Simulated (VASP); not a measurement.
# KCl (P4/mmm) in VASP: notebook, part 2 of 2

VASP 6.6.1. The steps go on from the part before.

## Step 3: Single point, LDA (strain -0.050 along x and y, +0.050 along z)

The input, INCAR:

```
SYSTEM = KCl
  PREC = Accurate
  ENCUT = 520
  EDIFF = 1E-6
  ISMEAR = 0
  SIGMA = 0.05
  LREAL = .FALSE.
  LASPH = .TRUE.
  NELM = 80
  ALGO = Normal
  ISIF = 2
  LWAVE = .FALSE.
  LCHARG = .FALSE.
  NBANDS = 15
```

The input, KPOINTS:

```
Automatic mesh
0
G
  6 6 6
  0 0 0
```

The input, POSCAR:

```
KCl
1.0
    3.6472362000      0.0000000000      0.0000000000
    0.0000000000      3.6472362000      0.0000000000
    0.0000000000      0.0000000000      4.0311558000
K Cl
1 1
Direct
    0.0000000000      0.0000000000      0.0000000000
    0.5000000000      0.5000000000      0.5000000000
```

Potentials or basis: VASP PAW LDA potentials, release 64 (K_sv, Cl).

Started as:

```bash
> cat potpaw_LDA.64/K_sv/POTCAR potpaw_LDA.64/Cl/POTCAR > POTCAR
> mpirun -np 1 vasp_std > vasp.out
```

OUTCAR:

```text
SYSTEM = KCl
   PREC = Accurate
   ENCUT = 520
   EDIFF = 1E-6
   ISMEAR = 0
   LREAL = .FALSE.
   LASPH = .TRUE.
   NELM = 80
   ISIF = 2

 ion  position               nearest neighbor table
   1  0.000  0.000  0.000-
   2  0.500  0.500  0.500-

  LATTYP: Found a simple tetragonal cell.
 ALAT       =     3.6472362000
 C/A-ratio  =     1.1052631579

  Lattice vectors:

 A1 = (   3.6472362000,   0.0000000000,   0.0000000000)
 A2 = (   0.0000000000,   3.6472362000,   0.0000000000)
 A3 = (   0.0000000000,   0.0000000000,   4.0311558000)

Analysis of symmetry for initial positions (statically):
=====================================================================
 Subroutine PRICEL returns:
 Original cell was already a primitive cell.

 Routine SETGRP: Setting up the symmetry group for a
 simple tetragonal supercell.

 Subroutine GETGRP returns: Found 16 space group operations
 (whereof 16 operations were pure point group operations)
 out of a pool of 16 trial point group operations.

The static configuration has the point symmetry D_4h.

Analysis of symmetry for dynamics (positions and initial velocities):
[... 176 lines left out ...]
      8      -0.7842      2.00000
      9       3.6806      0.00000
     10       5.3171      0.00000
     11       5.5900      0.00000
     12       9.6259      0.00000
     13       9.6259      0.00000
     14      10.2867      0.00000
[... 401 lines left out ...]
      2     -13.2248      2.00000
      3     -12.2510      2.00000
      4     -12.1630      2.00000
      5     -11.9593      2.00000
      6      -2.3705      2.00000
      7      -1.8398      2.00000
      8      -0.6197      2.00000
      9       5.3566      0.00000
     10       6.6644      0.00000
     11       8.4144      0.00000
     12       8.7603      0.00000
     13       9.1238      0.00000
     14       9.5302      0.00000
     15      11.5139      0.00000

 [... further k-points ...]

------------------------ aborting loop because EDIFF is reached ----------------------------------------

  FORCE on cell =-STRESS in cart. coord.  units (eV):
  Direction    XX          YY          ZZ          XY          YZ          ZX
  --------------------------------------------------------------------------------------
  -------------------------------------------------------------------------------------
  Total       -0.2846750     -0.2846750     -1.7876286      0.0000000     -0.0000000      0.0000000
  in kB       -8.5055540     -8.5055540    -53.4109754      0.0000000     -0.0000000      0.0000000
  external PRESSURE =     -23.4740278 kB  Pullay stress =       0.0000000 kB

 VOLUME and BASIS-vectors are now :
 -----------------------------------------------------------------------------
  energy-cutoff  :      520.00
  volume of cell :       53.62
      direct lattice vectors                 reciprocal lattice vectors
     3.647236200  0.000000000  0.000000000     0.274180213  0.000000000  0.000000000
     0.000000000  3.647236200  0.000000000     0.000000000  0.274180213  0.000000000
     0.000000000  0.000000000  4.031155800     0.000000000  0.000000000  0.248067812

 POSITION                                       TOTAL-FORCE (eV/Angst)
 -----------------------------------------------------------------------------------
      0.00000      0.00000      0.00000         0.000000      0.000000      0.000000
      1.82362      1.82362      2.01558         0.000000      0.000000      0.000000
 -----------------------------------------------------------------------------------
    total drift:                                0.000000      0.000000      0.000000

  FREE ENERGIE OF THE ION-ELECTRON SYSTEM (eV)
  ---------------------------------------------------
  free  energy   TOTEN  =        -7.2559408273 eV

  energy  without entropy=       -7.2559408273  energy(sigma->0) =       -7.25594083
```

OSZICAR:

```text
N       E                     dE             d eps       ncg     rms          rms(c)
DAV:   1     0.107398214099E+03    0.10740E+03   -0.73311E+03  1200   0.990E+02
DAV:   2    -0.110310642656E+01   -0.10850E+03   -0.99331E+02  1558   0.257E+02
DAV:   3    -0.736145835812E+01   -0.62584E+01   -0.62231E+01  1613   0.529E+01
DAV:   4    -0.755856068140E+01   -0.19710E+00   -0.19706E+00  1812   0.940E+00
DAV:   5    -0.756026854777E+01   -0.17079E-02   -0.17078E-02  1670   0.896E-01    0.317E+00
DAV:   6    -0.730152417977E+01    0.25874E+00   -0.25364E-01  1466   0.326E+00    0.267E+00
DAV:   7    -0.726143329520E+01    0.40091E-01   -0.57591E-02  1543   0.176E+00    0.159E+00
DAV:   8    -0.725606656954E+01    0.53667E-02   -0.16472E-02  1749   0.933E-01    0.247E-01
DAV:   9    -0.725591052025E+01    0.15605E-03   -0.95390E-04  1517   0.192E-01    0.964E-02
DAV:  10    -0.725594519046E+01   -0.34670E-04   -0.12905E-04  1643   0.946E-02    0.326E-02
DAV:  11    -0.725594049228E+01    0.46982E-05   -0.18081E-05  1557   0.287E-02    0.872E-03
DAV:  12    -0.725594082725E+01   -0.33497E-06   -0.10271E-06  1267   0.923E-03
   1 F= -.72559408E+01 E0= -.72559408E+01  d E =-.298773E-13
```

It used 33 s of CPU time on 1 thread of AMD EPYC 7R13 Processor (Zen 3) (shared host).

Results:

| Property | Result |
| --- | --- |
| Free energy | -7.2559 eV |
| Pressure | -2.3 GPa |
| Band gap on the k mesh | 4.26 eV, indirect (least direct gap 4.46 eV) |

Stress tensor (GPa, compression positive):
```
-0.85  0.00  0.00
 0.00 -0.85  0.00
 0.00  0.00 -5.34
```

Caveat: the cell differs from its parent crystal (strain -0.050 along x and y, +0.050 along z).
